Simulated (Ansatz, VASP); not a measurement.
**Ti: VASP beside Ansatz**

```
Ti
1.0
    -1.64100    1.88715    1.64100
     1.64100   -1.88715    1.64100
     1.64100    1.88715   -1.64100
Ti
1
Direct
  0.00000 0.00000 0.00000
```

Change from the starting cell: strain +0.1500 x Voigt [0, 1, 0, 0, 0, 0], atoms carried along.

Alike in both runs: task single point; functional r2SCAN; k mesh 20 × 20 × 20; occupations gaussian, width 0.15 eV; no spin polarisation.

```csv
,VASP,Ansatz
version,VASP 6.6.1,Ansatz 0.2.0
potentials or method,"VASP PAW PBE potentials, release 64 (Ti_sv), cutoff 520 eV","scalar-relativistic, plane waves, PAW"
valence electrons in the cell,12,12
```

VASP gave:

- gap on the k mesh at the Fermi level (eV): none
- pressure (GPa): -13.4
- traceless stress, the component that is largest in VASP (GPa): 2.62

**Question.** Estimate Ansatz's values.

**Answer.** gap on the k mesh at the Fermi level (eV): none; pressure (GPa): -13.7; traceless stress, the component that is largest in VASP (GPa): 2.61.

VASP's potentials were made for PBE, not for r2SCAN. A gap of «none» marks a metal or a gap that the smearing closes. The functional is the same, so the differences come from potentials, cutoffs and numerics.
